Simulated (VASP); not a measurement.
# AlN in VASP: notebook

Runs on AlN. Level: PBEsol. Tasks: single point, relaxation of volume and atoms at fixed shape.

All numbers are computed with VASP 6.6.1; they aren't measurements. Logs are shortened: lines on timing, memory, paths and dates and some standing lists are left out, and cuts for length are marked.

### Step 1. The cell of the first run

Symmetry: P6_3/mmc, No. 194, hexagonal system. The conventional cell has a = 3.262 Å, b = 3.262 Å, c = 3.914 Å, α = 90.00°, β = 90.00°, γ = 120.00°. Al (site symmetry -6m2) has 5 N at 1.88 to 1.96 Å within 2.5 Å. Within 2.5 Å of N (site symmetry -6m2) lie 5 Al at 1.88 to 1.96 Å.

### Step 2. Single point, PBEsol

File INCAR:

```
ALGO = Normal ; EDIFF = 1E-7
ENCUT = 520 ; GGA = PS
ISIF = 2 ; ISMEAR = 0
LASPH = T ; LCHARG = F
LREAL = F ; LWAVE = F
NBANDS = 16 ; NELM = 100
PREC = Accurate ; SIGMA = 0.01
```

File KPOINTS:

```
k-points
0
Gamma
  9 9 7
```

File POSCAR:

```
AlN
1.0
    1.6308958607     -2.8247116306      0.0000000000
    1.6308958607      2.8247116306      0.0000000000
    0.0000000000      0.0000000000      3.9141500655
Al N
2 2
Direct
    0.0000016655     -0.0000016655     -0.0039901668
    0.6666650012      0.3333349988      0.4960098332
    0.0000042189     -0.0000042189      0.4959901668
    0.6666624478      0.3333375522      0.9959901668
```

Potentials or basis: VASP PAW PBE potentials, release 64 (Al, N).

Run with:

```
> cat potpaw_PBE.64/Al/POTCAR potpaw_PBE.64/N/POTCAR > POTCAR
> mpirun -np 1 vasp_std > vasp.out
```

OUTCAR:

```text
EDIFF = 1E-7
   ENCUT = 520
   GGA = PS
   ISIF = 2
   ISMEAR = 0
   LASPH = T
   LREAL = F
   NELM = 100
   PREC = Accurate

 ion  position               nearest neighbor table
   1  0.000  1.000  0.996-   4 1.88   4 1.88   4 1.88   3 1.96   3 1.96   2 2.72   2 2.72   2 2.72
                             2 2.72   2 2.72   2 2.72
   2  0.667  0.333  0.496-   3 1.88   3 1.88   3 1.88   4 1.96   4 1.96   1 2.72   1 2.72   1 2.72
                             1 2.72   1 2.72   1 2.72
   3  0.000  1.000  0.496-   2 1.88   2 1.88   2 1.88   1 1.96   1 1.96
   4  0.667  0.333  0.996-   1 1.88   1 1.88   1 1.88   2 1.96   2 1.96

  LATTYP: Found a base centered orthorhombic cell.
 ALAT       =     3.2617917214
 B/A-ratio  =     1.7319999999
 C/A-ratio  =     1.1999999999

  Lattice vectors:

 A1 = (   1.6308958607,  -2.8247116306,   0.0000000000)
 A2 = (   1.6308958607,   2.8247116306,   0.0000000000)
 A3 = (   0.0000000000,   0.0000000000,   3.9141500655)

Analysis of symmetry for initial positions (statically):
=====================================================================
 Subroutine PRICEL returns:
 Original cell was already a primitive cell.

 Routine SETGRP: Setting up the symmetry group for a
 base centered orthorhombic supercell.

 Subroutine GETGRP returns: Found  4 space group operations
 (whereof  2 operations were pure point group operations)
 out of a pool of  8 trial point group operations.

The static configuration has the point symmetry C_1h.
 The point group associated with its full space group is C_2v.

Analysis of symmetry for dynamics (positions and initial velocities):
=====================================================================
 Subroutine PRICEL returns:
 Original cell was already a primitive cell.

 Routine SETGRP: Setting up the symmetry group for a
 base centered orthorhombic supercell.

 Subroutine GETGRP returns: Found  4 space group operations
 (whereof  2 operations were pure point group operations)
 out of a pool of  8 trial point group operations.

The dynamic configuration has the point symmetry C_1h.
 The point group associated with its full space group is C_2v.

 Subroutine INISYM returns: Found  4 space group operations
 (whereof  2 operations are pure point group operations),
 and found     1 'primitive' translations

----------------------------------------------------------------------------------------

                                     Primitive cell

  volume of cell :      36.0635

  direct lattice vectors                    reciprocal lattice vectors
     1.630895861 -2.824711631  0.000000000     0.306579968 -0.177009219  0.000000000
     1.630895861  2.824711631  0.000000000     0.306579968  0.177009219  0.000000000
     0.000000000  0.000000000  3.914150065     0.000000000  0.000000000  0.255483306

  length of vectors
     3.261719961  3.261719961  3.914150065     0.354010650  0.354010650  0.255483306

  position of ions in fractional coordinates (direct lattice)
     0.000001666  0.999998334  0.996009833
     0.666665001  0.333334999  0.496009833
     0.000004219  0.999995781  0.495990167
     0.666662448  0.333337552  0.995990167

  ion indices of the primitive-cell ions
   primitive index   ion index
                 1           1
                 2           2
                 3           3
                 4           4

----------------------------------------------------------------------------------------

 KPOINTS: k-points

Automatic generation of k-mesh.
 Grid dimensions read from file:
 generate k-points for:    9    9    7

 Generating k-lattice:

  Cartesian coordinates                     Fractional coordinates (reciprocal lattice)
     0.034064441 -0.019667691  0.000000000     0.111111111  0.000000000  0.000000000
     0.034064441  0.019667691  0.000000000     0.000000000  0.111111111  0.000000000
     0.000000000  0.000000000  0.036497615     0.000000000  0.000000000  0.142857143

  Length of vectors
     0.039334517  0.039334517  0.036497615

  Shift w.r.t. Gamma in fractional coordinates (k-lattice)
     0.000000000  0.000000000  0.000000000

 Subroutine IBZKPT returns following result:
 ===========================================

 Found    100 irreducible k-points:

 Following reciprocal coordinates:
            Coordinates               Weight
  0.000000  0.000000  0.000000      1.000000
  0.111111  0.000000  0.000000      4.000000
  0.222222  0.000000  0.000000      4.000000
  0.333333  0.000000  0.000000      4.000000
  0.444444  0.000000  0.000000      4.000000
  0.111111  0.111111  0.000000      2.000000
[... 16 lines left out ...]
 -0.333333  0.333333  0.000000      2.000000
  0.444444  0.444444  0.000000      2.000000
 [... further k-points ...]
   k-points           NKPTS =    100   k-points in BZ     NKDIM =    100   number of bands    NBANDS=     16
   number of dos      NEDOS =    301   number of ions     NIONS =      4
   total plane-waves  NPLWV =  17280
   dimension x,y,z NGX =    24 NGY =   24 NGZ =   30
   dimension x,y,z NGXF=    48 NGYF=   48 NGZF=   60
   ions per type =               2   2
   NGX,Y,Z   is equivalent  to a cutoff of  12.23, 12.23, 12.74 a.u.
   NGXF,Y,Z  is equivalent  to a cutoff of  24.47, 24.47, 25.48 a.u.
 SYSTEM =  unknown system
   PREC   = accura    normal or accurate (medium, high low for compatibility)
   ISTART =      0    job   : 0-new  1-cont  2-samecut
   ICHARG =      2    charge: 1-file 2-atom 10-const
   ISPIN  =      1    spin polarized calculation?
   LNONCOLLINEAR =      F non collinear calculations
   LSORBIT =      F    spin-orbit coupling
   LASPH  =      T    aspherical Exc in radial PAW
   ENCUT  =  520.0 eV  38.22 Ry    6.18 a.u.   6.06  6.06  7.28*2*pi/ulx,y,z
   NELM   =    100;   NELMIN=  2; NELMDL= -5     # of ELM steps
   EDIFF  = 0.1E-06   stopping-criterion for ELM
   LREAL  =      F    real-space projection
   EDIFFG = 0.1E-05   stopping-criterion for IOM
   NSW    =      0    number of steps for IOM
   IBRION =     -1    ionic relax: 0-MD 1-quasi-New 2-CG
   NFREE  =      0    steps in history (QN), initial steepest desc. (CG)
   ISIF   =      2    stress and relaxation
   ISYM   =      2    0-nonsym 1-usesym 2-fastsym
   POTIM  = 0.5000    time-step for ionic-motion
   TEBEG  =    0.0;   TEEND  =   0.0 temperature during run
   PSTRESS=    0.0 pullay stress
   NELECT =      16.0000    total number of electrons
   NUPDOWN=      -1.0000    fix difference up-down
   EMIN   =  10.00;   EMAX   =-10.00  energy-range for DOS
   EFERMI =   0.00;   METHOD = LEGACY
   ISMEAR =     0;   SIGMA  =   0.01  broadening in eV -4-tet -1-fermi 0-gaus
   EFERMI_NEDOS =   21; number of points for ismear=-14 and -15
   IALGO  =     38    algorithm
   IMIX   =      4    mixing-type and parameters
     AMIX     =   0.40;   BMIX     =  1.00
     AMIX_MAG =   1.60;   BMIX_MAG =  1.00
  volume/ion in A,a.u.               =       9.02        60.84
  Fermi-wavevector in a.u.,A,eV,Ry     =   1.248606  2.359524 21.211726  1.559018
  Thomas-Fermi vector in A             =   2.382685
   LORBIT       =      0    0 simple, 1 ext, 2 COOP (PROOUT), +10 PAW based schemes
   GGA     = PS    functional components
   LHFCALC =     F    Hartree Fock is set to
   AEXX    =    0.0000 exact exchange contribution
   IVDW    =     0    specifies the selected vdW correction
   LEPSILON=     F    determine dielectric tensor
   LRPA    =     F    only Hartree local field effects (RPA)
 non-spin polarized calculation
 Gauss-broadening in eV      SIGMA  =   0.01
  energy-cutoff  :      520.00
  volume of cell :       36.06
 maximum number of plane-waves:       985
   NGX = 13   NGY = 13   NGZ = 15

 number of electron      16.0000001 magnetization

 Free energy of the ion-electron system (eV)
  ---------------------------------------------------
  ext. energy  EPLUGINS =         0.00000000
  ---------------------------------------------------
  free energy    TOTEN  =       -30.73666975 eV

  energy without entropy =      -30.73666975  energy(sigma->0) =      -30.73666975

 E-fermi :   8.9016     XC(G=0): -11.7851

 val. band max:        8.7731036992   @ k =   0.0000   0.0000   0.0000
 cond. band min:      12.7621750208   @ k =   0.0000   0.0000   0.0000
 fundamental gap:      3.9890713215
 Fermi energy:         8.9015657526

 k-point     1 :       0.0000    0.0000    0.0000
  band No.  band energies     occupation
      1      -8.6026      2.00000
      2      -4.1393      2.00000
      3       1.5864      2.00000
      4       5.2243      2.00000
      5       5.2247      2.00000
      6       7.2675      2.00000
[... 8 lines left out ...]
     15      21.0295      0.00000
     16      21.0295      0.00000

 k-point     2 :       0.1111    0.0000    0.0000
  band No.  band energies     occupation
      1      -8.4516      2.00000
      2      -4.1627      2.00000
      3       1.7395      2.00000
      4       4.7540      2.00000
      5       5.0040      2.00000
      6       6.8116      2.00000
[... 8 lines left out ...]
     15      20.6593      0.00000
     16      21.3904      0.00000

 k-point     3 :       0.2222    0.0000    0.0000
  band No.  band energies     occupation
      1      -8.0165      2.00000
      2      -4.2825      2.00000
      3       2.1862      2.00000
      4       3.7215      2.00000
      5       4.5604      2.00000
      6       5.9917      2.00000
[... 8 lines left out ...]
     15      20.0168      0.00000
     16      22.3185      0.00000
[... 362 lines left out ...]
 k-point    23 :      -0.3333    0.3333    0.0000
  band No.  band energies     occupation
      1      -7.3636      2.00000
      2      -4.6029      2.00000
      3       2.7754      2.00000
      4       2.8737      2.00000
      5       4.1634      2.00000
      6       5.3048      2.00000
[... 8 lines left out ...]
     15      20.5040      0.00000
     16      23.1711      0.00000

 k-point    24 :       0.4444    0.4444    0.0000
  band No.  band energies     occupation
      1      -6.4617      2.00000
      2      -5.2386      2.00000
      3       2.0580      2.00000
      4       3.8699      2.00000
      5       3.9374      2.00000
      6       4.8859      2.00000
[... 8 lines left out ...]
     15      22.4465      0.00000
     16      23.6545      0.00000

 [... further k-points ...]

------------------------ aborting loop because EDIFF is reached ----------------------------------------

  FORCE on cell =-STRESS in cart. coord.  units (eV):
  Direction    XX          YY          ZZ          XY          YZ          ZX
  --------------------------------------------------------------------------------------
  -------------------------------------------------------------------------------------
  Total        3.6052037      3.6055172      6.3078097      0.0000000      0.0000000      0.0000000
  in kB      160.1668256    160.1807560    280.2343352      0.0000000      0.0000000      0.0000000
  external PRESSURE =     200.1939723 kB  Pullay stress =       0.0000000 kB

 VOLUME and BASIS-vectors are now :
 -----------------------------------------------------------------------------
  energy-cutoff  :      520.00
  volume of cell :       36.06
      direct lattice vectors                 reciprocal lattice vectors
     1.630895861 -2.824711631  0.000000000     0.306579968 -0.177009219  0.000000000
     1.630895861  2.824711631  0.000000000     0.306579968  0.177009219  0.000000000
     0.000000000  0.000000000  3.914150065     0.000000000  0.000000000  0.255483306

 POSITION                                       TOTAL-FORCE (eV/Angst)
 -----------------------------------------------------------------------------------
      1.63090      2.82470      3.89853         0.000000      0.000074     -0.000757
      1.63090     -0.94156      1.94146         0.000000     -0.000074     -0.000757
      1.63090      2.82469      1.94138         0.000000      0.000178      0.000757
      1.63090     -0.94155      3.89845         0.000000     -0.000178      0.000757
 -----------------------------------------------------------------------------------
    total drift:                                0.000000     -0.000000     -0.000082

  FREE ENERGIE OF THE ION-ELECTRON SYSTEM (eV)
  ---------------------------------------------------
  free  energy   TOTEN  =       -30.7366697517 eV

  energy  without entropy=      -30.7366697517  energy(sigma->0) =      -30.73666975
```

Run time: 44 s. Hardware: 1 thread of Intel Xeon Platinum 8259CL at 2.50GHz (Skylake/Cascade Lake), shared host; peak memory 0.17 GiB.

What came out:

```yaml
Free_energy: -30.7367 eV
Pressure: 20.0 GPa
Band_gap_on_the_k_mesh: 3.99 eV
```

Levels at points of the mesh, in eV from the valence-band top:
```tsv
k point	band 4	band 5	band 6	band 7	band 8	band 9	band 10	band 11	band 12	band 13
(0.00, 0.00, 0.00)	-3.55	-3.55	-1.51	-1.51	0.00	3.99	5.19	8.61	8.61	12.11
```

Caveat: the cell stands under pressure; the PAW data sets were made with another functional, which shifts forces and pressure a little; an odd mesh through Γ misses points on the zone boundary, where band edges can lie.

### Step 3. Relaxation of volume and atoms at fixed shape, PBEsol, target pressure 20 GPa, at which the enthalpy is minimised

This run uses another cell than the first one, of 9.42 Å³/atom.

File INCAR:

```
PREC     = Accurate       # precision mode
ENCUT    = 600            # plane-wave cutoff, eV
EDIFF    = 1E-7           # SCF threshold, eV
ISMEAR   = 0              # smearing method
SIGMA    = 0.01           # smearing width, eV
LREAL    = False          # projectors in reciprocal space
LASPH    = True           # aspherical terms in the spheres
NELM     = 80             # most SCF steps
ALGO     = Normal         # electronic algorithm
ISIF     = 8              # what is computed and relaxed
LWAVE    = False          # write WAVECAR
LCHARG   = False          # write CHGCAR
GGA      = PS             # functional
IBRION   = 2              # ionic algorithm
NSW      = 70             # ionic steps
EDIFFG   = -0.01          # ionic threshold
PSTRESS  = 200.0
```

File KPOINTS:

```
regular mesh
0
Gamma
  9 9 7
```

File POSCAR:

```
AlN
1.0
    1.6547130344     -2.8659629755      0.0000000000
    1.6547130344      2.8659629755      0.0000000000
    0.0000000000      0.0000000000      3.9713112825
Al N
2 2
Direct
    0.0000000000      0.0000000000      0.0000000000
    0.6666666667      0.3333333333      0.5000000000
    0.0000000000      0.0000000000      0.4920000000
    0.6666666667      0.3333333333      0.9920000000
```

Potentials or basis: VASP PAW PBE potentials, release 64 (Al, N).

Run with:

```
> cat potpaw_PBE.64/Al/POTCAR potpaw_PBE.64/N/POTCAR > POTCAR
> mpirun -np 1 vasp_std > vasp.out
```

Wall time 4.4 min (1 thread of Intel Xeon Platinum 8259CL at 2.50GHz (Skylake/Cascade Lake), shared host); peak memory 0.2 GiB.

Results (log left out):

```
Free energy                                                : -30.7401 eV
Relaxed volume                                             : 9.01 Å³/atom
Relaxed cell                                               : a = 3.261 Å, b = 3.261 Å, c = 3.914 Å, α = 90.00°, β = 90.00°, γ = 120.00°
Space group after relaxing (to 0.1 Å)                      : P6_3/mmc (No. 194)
Energy change on relaxing (the run minimises the enthalpy) : +33.0 meV/atom
Ionic steps                                                : 9
Pressure after relaxing                                    : 20.0 GPa
Largest force after relaxing                               : 0.004 eV/Å
Band gap on the k mesh                                     : 3.99 eV
```

Forces in eV/Å, atoms in the order of the input:
```
Al   0.000  0.000 -0.004
Al   0.000  0.000 -0.004
N    0.000  0.000  0.004
N    0.000  0.000  0.004
```

Stress tensor (GPa, compression positive):
```
16.00  0.00  0.00
 0.00 16.00  0.00
 0.00  0.00 28.02
```

The path:
```
step  energy change (eV)  largest force (eV/Å)  pressure (GPa)  volume (Å³)
   1              0.0000                0.2568            8.29        37.67
   2              0.4954                0.0862           38.68        34.04
   3              0.1393                0.2091           20.28        36.02
   4              0.1433                0.2077           20.53        35.99
   5              0.1362                0.0207           20.28        36.01
   6              0.1359                0.0017           20.26        36.02
   7              0.1359                0.0028           20.26        36.02
   8              0.1273                0.0053           19.70        36.08
   9              0.1320                0.0038           20.01        36.05
```

Final structure:
```cif
data_structure
_symmetry_space_group_name_H-M 'P 1'
_symmetry_Int_Tables_number 1
_cell_length_a 3.2612
_cell_length_b 3.2612
_cell_length_c 3.9135
_cell_angle_alpha 90.000
_cell_angle_beta 90.000
_cell_angle_gamma 119.999
_cell_volume 36.05
loop_
_atom_site_label
_atom_site_type_symbol
_atom_site_fract_x
_atom_site_fract_y
_atom_site_fract_z
_atom_site_occupancy
Al1 Al 0.00000 0.00000 0.99605 1
Al2 Al 0.66666 0.33334 0.49605 1
N1 N 0.00000 0.00000 0.49595 1
N2 N 0.66666 0.33334 0.99595 1
```

Levels at points of the mesh, in eV from the valence-band top:
| k point | band 4 | band 5 | band 6 | band 7 | band 8 | band 9 | band 10 | band 11 | band 12 |
| --- | --- | --- | --- | --- | --- | --- | --- | --- | --- |
| (0.00, 0.00, 0.00) | -3.55 | -3.55 | -1.51 | -1.51 | 0.00 | 3.99 | 5.19 | 8.61 | 8.61 |

Caveat: the cell is relaxed towards a set pressure, so the run minimises the enthalpy, not the energy; the PAW data sets were made with another functional, which shifts forces and pressure a little; an odd mesh through Γ misses points on the zone boundary, where band edges can lie.
